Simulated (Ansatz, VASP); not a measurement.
## One calculation of CdSiSb2, two programs

```
Cd Sb Si
1.0
     4.34621    0.00000    0.00000
     0.00000    4.34621    0.00000
     0.00000    0.00000    6.46204
Cd Sb Si
1 2 1
Cartesian
  0.0000 0.0000 0.0000
  0.0000 2.1731 1.7265
  2.1731 0.0000 4.7356
  2.1731 2.1731 3.2310
```

Alike in both runs: task single point; functional PBE; k mesh 6 × 6 × 4; occupations fermi-dirac, width 0.02 eV; non-collinear spin, spin-orbit coupling.

|  | VASP | Ansatz |
| --- | --- | --- |
| version | VASP 6.6.1 | Ansatz 0.2.0 |
| potentials or method | VASP PAW PBE potentials, release 64 (Cd, Sb, Si) | plane waves, PAW |
| plane-wave cutoff (eV) | 520 | 420 |
| valence electrons in the cell | 26 | 54 |

|  | VASP | Ansatz | Ansatz less VASP |
| --- | --- | --- | --- |
| pressure (GPa) | 1.6 | 1.4 | -0.15 |
| rms of the force components (eV/Å) | 0.002 | 0.008 | +0.0062 |

VASP's potentials hold 26 valence electrons a cell and Ansatz's 54, so a difference there can come from the potentials and not from the codes.
